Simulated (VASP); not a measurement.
A run of VASP 6.6.1 is set up as follows.

Contents of INCAR:

```
SYSTEM = HgTe
ALGO     = Normal         ! electronic algorithm
EDIFF    = 1E-8           ! SCF threshold, eV
ENCUT    = 600            ! plane-wave cutoff, eV
GGA      = CA             ! functional
IBRION   = 6              ! ionic algorithm
ISIF     = 3              ! what is computed and relaxed
ISMEAR   = 0              ! smearing method
LASPH    = .True.         ! aspherical terms in the spheres
LCHARG   = .True.         ! write CHGCAR
LREAL    = .False.        ! projectors in reciprocal space
LWAVE    = .False.        ! write WAVECAR
NELM     = 100            ! most SCF steps
NFREE    = 2            
NSW      = 1              ! ionic steps
POTIM    = 0.015          ! step
PREC     = Accurate       ! precision mode
SIGMA    = 0.05           ! smearing width, eV
```

File KPOINTS:

```
k-points
0
Gamma
  8 8 8
  0 0 0
```

Contents of POSCAR:

```
HgTe
1.0
    0.0000000000      3.2178525649      3.2178525649
    3.2178525649      0.0000000000      3.2178525649
    3.2178525649      3.2178525649      0.0000000000
Hg Te
1 1
Direct
    0.0000000000      0.0000000000      0.0000000000
    0.2500000000      0.2500000000      0.2500000000
```

Potentials or basis: VASP PAW LDA potentials, release 64 (Hg, Te).

The run is started by

```bash
$ cat potpaw_LDA.64/Hg/POTCAR potpaw_LDA.64/Te/POTCAR > POTCAR
$ mpirun -np 1 vasp_std > vasp.out
```

Estimate the elastic constants C11, C12, C44.

59, 43, 22 GPa.

Estimate the Voigt bulk modulus.

49 GPa.

Estimate the highest phonon frequency at Γ, LO-TO splitting left out.

118 cm⁻¹.

Phonon frequencies in cm⁻¹ (negative: imaginary):
```csv
q point,frequencies
"(0.000, 0.000, 0.000)",0 0 0 118 118 118
```
